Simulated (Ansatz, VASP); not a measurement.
## Two plane-wave programs on AlN

File INCAR:

```
SYSTEM = AlN
  ALGO = Normal
  EDIFF = 1E-6
  ENCUT = 520
  GGA = CA
  ISIF = 2
  ISMEAR = 0
  LASPH = .TRUE.
  LCHARG = .TRUE.
  LELF = .TRUE.
  LREAL = .FALSE.
  LVHAR = .TRUE.
  LWAVE = .FALSE.
  NBANDS = 11
  NELM = 60
  PREC = Accurate
  SIGMA = 0.05
```

KPOINTS

```
k-points
0
G
  10 10 10
  0 0 0
```

The input POSCAR:

```
AlN
1.0
    0.0000000000      2.2139149978      2.1253583978
    2.2139149978      0.0000000000      2.1253583978
    2.2139149978      2.2139149978      0.0000000000
Al N
1 1
Direct
    0.0000000000      0.0000000000      0.0000000000
    0.7500000000      0.7500000000      0.7500000000
```

Input for Ansatz:

```yaml
crystal:
  lattice:
    - [0.0, 2.2139149978, 2.1253583978]
    - [2.2139149978, 0.0, 2.1253583978]
    - [2.2139149978, 2.2139149978, 0.0]
  atoms:
    - { symbol: Al, position: [0.0, 0.0, 0.0] }
    - { symbol: "N", position: [0.75, 0.75, 0.75] }
basis:
  ecutwfc: 420
kpoints:
  mp_grid: { grid: [10, 10, 10] }
hamiltonian:
  xc: lda
scf:
  occupations: { method: gaussian, width: 0.05 }
output:
  forces: true
  stress: true
  eigenvalues: true
```

Alike in both runs: task single point; functional LDA; k mesh 10 × 10 × 10; occupations gaussian, width 0.05 eV; no spin polarisation.

|  | VASP | Ansatz |
| --- | --- | --- |
| version | VASP 6.6.1 | Ansatz 0.2.0 |
| potentials or method | VASP PAW LDA potentials, release 64 (Al, N), cutoff 520 eV | scalar-relativistic, plane waves, PAW |
| valence electrons in the cell | 8 | 8 |

Ansatz gave:

- gap on the k mesh at the Fermi level (eV): 3.02
- least direct gap on the mesh (eV): 4.11
- pressure (GPa): -3.7
- traceless stress, the component that is largest in VASP (GPa): 3.25

Task: Estimate VASP's values.

Result: gap on the k mesh at the Fermi level (eV): 3.00; least direct gap on the mesh (eV): 4.12; pressure (GPa): -3.2; traceless stress, the component that is largest in VASP (GPa): 3.23.

LDA's correlation is that of Perdew and Zunger in VASP and of Perdew and Wang (1992) in Ansatz.
